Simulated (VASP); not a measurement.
A run of VASP 6.6.1 is set up as follows.

INCAR

```
PREC = Accurate ; ENCUT = 520
EDIFF = 1E-6 ; ISMEAR = -1
SIGMA = 0.1 ; LREAL = False
LASPH = True ; NELM = 80
ALGO = Normal ; ISIF = 2
LWAVE = False ; LCHARG = True
GGA = RE ; LELF = True
LVHAR = True ; NBANDS = 21
```

KPOINTS

```
Automatic mesh
0
Gamma
  15 15 7
```

The input POSCAR:

```
Mo
1.0
    2.8397181497      0.0000000000      0.0000000000
   -1.4198590749      2.4592680572      0.0000000000
    0.0000000000      0.0000000000      5.0364570844
Mo
2
Direct
    0.3333333333      0.6666666667      0.2500000000
    0.6666666667      0.3333333333      0.7500000000
```

Potentials or basis: VASP PAW PBE potentials, release 64 (Mo_sv).

The run is started by

```console
$ cat potpaw_PBE.64/Mo_sv/POTCAR > POTCAR
$ mpirun -np 1 vasp_std > vasp.out
```

Task: Predict the pressure.

Result: -14.8 GPa.

Task: Estimate the band gap on the k mesh.

Result: Zero (bands 14 and 15 overlap by 1.48 eV).

Stress tensor (GPa, compression positive):
```
-15.71   0.00   0.00
  0.00 -15.71   0.00
  0.00   0.00 -13.06
```

Caveat: the cell stands under tension; the PAW data sets were made with another functional, which shifts forces and pressure a little.
